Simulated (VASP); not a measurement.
Set up this calculation in VASP 6.6.1, as the native input.

| Quantity | Value |
| --- | --- |
| Task | relaxation of cell and atoms |
| Functional | PBE |
| Potentials or basis | VASP PAW PBE potentials, release 64 (Hf_pv, B) |
| Cutoff | 600 eV |
| k mesh | 12 × 12 × 8 |
| Occupations | gaussian, width 0.1 eV |
| Spin | no spin polarisation |
| Dipole correction | no |
| Further INCAR settings | ALGO = Fast; EDIFF = 1e-06; IBRION = 2; EDIFFG = -0.01; NSW = 100; ISIF = 3 |

The structure of Hf3B2 lies in POSCAR:

```
Hf3B2
1.0
    4.0674191006      0.0000000000      0.0000000000
   -2.0337095503      3.5224882690      0.0000000000
    0.0000000000      0.0000000000      5.4904585677
Hf B
3 2
Direct
    0.6666666667      0.3333333333      0.3292330527
    0.3333333333      0.6666666667      0.6707669473
    0.0000000000      0.0000000000      0.0000000000
    0.6666666667      0.3333333333      0.7914613855
    0.3333333333      0.6666666667      0.2085386145
```

The cell was built from a structure type or drawn by symmetry, and may not be a known phase.

One way to write it, as run:

INCAR

```
SYSTEM = Hf3B2
PREC = Accurate ; ENCUT = 600
EDIFF = 1E-6 ; ISMEAR = 0
SIGMA = 0.1 ; LREAL = .False.
LASPH = .True. ; NELM = 100
ALGO = Fast ; ISIF = 3
LWAVE = .False. ; LCHARG = .False.
GGA = PE ; IBRION = 2
NSW = 100 ; EDIFFG = -0.01
```

KPOINTS

```
regular mesh
0
Gamma
  12 12 8
  0 0 0
```

Potentials or basis: VASP PAW PBE potentials, release 64 (Hf_pv, B).

Launch:

```bash
$ cat potpaw_PBE.64/Hf_pv/POTCAR potpaw_PBE.64/B/POTCAR > POTCAR
$ mpirun -np 1 vasp_std > vasp.out
```

Results of the run:

```yaml
Relaxed_volume: 16.27 Å³/atom
Relaxed_cell: a = 3.463 Å, b = 3.463 Å, c = 7.835 Å, α = 90.00°, β = 90.00°, γ = 120.00°
Space_group_after_relaxing_to_0.1_Å: P-3m1 (No. 164)
Energy_gained_by_relaxing: 210.1 meV/atom
Ionic_steps: 38
Pressure_after_relaxing: 0.1 GPa
Largest_force_after_relaxing: 0.007 eV/Å
Band_gap_on_the_k_mesh: zero (bands 18 and 19 overlap by 1.64 eV)
```

Caveat: a cell axis changed by over 15 % at a fixed basis, so the end point is rough; spin-orbit coupling is left out, which moves the levels of the heavy elements.

Run time: 43 min on 1 thread of Intel(R) Xeon(R) 6975P-C (Granite Rapids), with other jobs on the host, peak memory 0.43 GiB.
